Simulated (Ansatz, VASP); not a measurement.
# One calculation of ZnAu, two programs

INCAR

```
PREC = Accurate ; ENCUT = 520
EDIFF = 1E-6 ; ISMEAR = 0
SIGMA = 0.15 ; LREAL = False
LASPH = True ; NELM = 100
ALGO = Fast ; ISIF = 2
LWAVE = False ; LCHARG = False
GGA = PE ; NBANDS = 18
```

Contents of KPOINTS:

```
Automatic mesh
0
Gamma
  16 16 16
```

File POSCAR:

```
ZnAu
1.0
    3.0683250000      0.0000000000      0.0000000000
    0.0000000000      3.0683250000      0.0000000000
    0.0000000000      0.0000000000      3.3043500000
Zn Au
1 1
Direct
    0.5000000000      0.5000000000      0.5000000000
    0.0000000000      0.0000000000      0.0000000000
```

Input for Ansatz:

```yaml
crystal:
  lattice:
    - [3.068325, 0.0, 0.0]
    - [0.0, 3.068325, 0.0]
    - [0.0, 0.0, 3.30435]
  atoms:
    - { symbol: Zn, position: [0.5, 0.5, 0.5] }
    - { symbol: Au, position: [0.0, 0.0, 0.0] }
basis:
  ecutwfc: 420
kpoints:
  mp_grid: { grid: [16, 16, 16] }
hamiltonian:
  xc: pbe
scf:
  occupations: { method: gaussian, width: 0.15 }
output:
  forces: true
  stress: true
  eigenvalues: true
  write_density: true
  write_potential: true
  elf: true
  volumetric_format: npy
```

Change from the starting cell: strain -0.025 along x and y, +0.050 along z, atoms carried along.

Alike in both runs: task single point; functional PBE; k mesh 16 × 16 × 16; occupations gaussian, width 0.15 eV; no spin polarisation.

|  | VASP | Ansatz |
| --- | --- | --- |
| version | VASP 6.6.1 | Ansatz 0.2.0 |
| potentials or method | VASP PAW PBE potentials, release 64 (Zn, Au), cutoff 520 eV | scalar-relativistic, plane waves, PAW |
| valence electrons in the cell | 23 | 31 |

Ansatz gave:

```
gap on the k mesh at the Fermi level (eV)                     : none
pressure (GPa)                                                : 5.2
traceless stress, the component that is largest in VASP (GPa) : -0.51
```

**Question.** Which values does VASP return?

**Answer.** gap on the k mesh at the Fermi level (eV): none; pressure (GPa): 5.2; traceless stress, the component that is largest in VASP (GPa): -0.49.

A gap of «none» marks a metal or a gap that the smearing closes. The functional is the same, so the differences come from potentials, cutoffs and numerics. VASP's potentials hold 23 valence electrons a cell and Ansatz's 31, so a difference there can come from the potentials and not from the codes.

Spin-orbit coupling is off throughout.
